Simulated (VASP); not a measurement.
**Ti: relaxation of cell and atoms with PBEsol**

Ti:

```xyz
3
Lattice="4.6000 0.0000 0.0000 -2.3000 3.9837 0.0000 0.0000 0.0000 2.8200" Properties=species:S:1:pos:R:3 pbc="T T T"
Ti    0.0000    0.0000    0.0000
Ti    0.0000    2.6558    1.4100
Ti    2.3000    1.3279    1.4100
```

This isn't the form of Ti at room conditions, which is hcp.

```
Program                : VASP 6.6.1
Task                   : relaxation of cell and atoms
Functional             : PBEsol
Potentials or basis    : VASP PAW PBE potentials, release 64 (Ti_sv)
Cutoff                 : 600 eV
k mesh                 : 5 × 5 × 6
Occupations            : fermi-dirac, width 0.05 eV
Spin                   : no spin polarisation
Target pressure        : 30 GPa
Dipole correction      : no
Further INCAR settings : ALGO = Normal; EDIFF = 1e-06; IBRION = 2; EDIFFG = -0.03; NSW = 80; ISIF = 3
```

The relaxed volume is 13.66 Å³/atom and the relaxed cell is a = 4.225 Å, b = 4.225 Å, c = 2.652 Å, α = 90.00°, β = 90.00°, γ = 120.00°. The space group after relaxing (to 0.1 Å) is P6/mmm (No. 191), the energy change on relaxing (the run minimises the enthalpy) is +209.7 meV/atom and the ionic steps are 6. The pressure after relaxing is 30.1 GPa. The band gap on the k mesh is zero (bands 18 and 19 overlap by 0.55 eV).

Stress tensor (GPa, compression positive):
```
30.03  0.00  0.00
 0.00 30.03  0.00
 0.00  0.00 30.20
```

The path:
```
step  energy change (eV)  largest force (eV/Å)  pressure (GPa)  volume (Å³)
   1              0.0000                0.0000           -5.08        51.68
   2              7.2897                0.0000          165.90        28.29
   3              0.4363                0.0000           24.34        42.18
   4              0.5895                0.0000           28.89        41.25
   5              0.6316                0.0000           30.07        41.02
   6              0.6290                0.0000           30.09        40.99
```

Final structure:
```
CELL_PARAMETERS angstrom
4.22472 0.00000 0.00000
-2.11236 3.65871 0.00000
0.00000 0.00000 2.65194
ATOMIC_POSITIONS crystal
Ti 0.00000 0.00000 0.00000
Ti 0.33333 0.66667 0.50000
Ti 0.66667 0.33333 0.50000
```

Levels at points of the mesh, in eV from the Fermi level:
| k point | band 14 | band 15 | band 16 | band 17 | band 18 | band 19 | band 20 | band 21 | band 22 |
| --- | --- | --- | --- | --- | --- | --- | --- | --- | --- |
| (0.00, 0.00, 0.00) | -2.64 | -0.63 | -0.63 | -0.52 | -0.52 | 0.16 | 0.95 | 1.65 | 1.65 |
| (0.00, 0.00, 0.50) | -2.89 | -2.15 | -2.15 | -2.09 | -1.56 | 1.37 | 1.37 | 1.71 | 1.71 |

Run time: 4.2 min on 1 thread of Intel Xeon 8259CL, with other jobs on the host, peak memory 0.21 GiB.

Caveat: the k points lie up to 0.39 Å⁻¹ apart in the final cell, too coarse for converged energies and pressures of a metal; the cell is relaxed towards a set pressure, so the run minimises the enthalpy, not the energy; the volume moved by over 15 % at a fixed basis, so the end points are rough; the PAW data sets were made with another functional, which shifts forces and pressure a little.
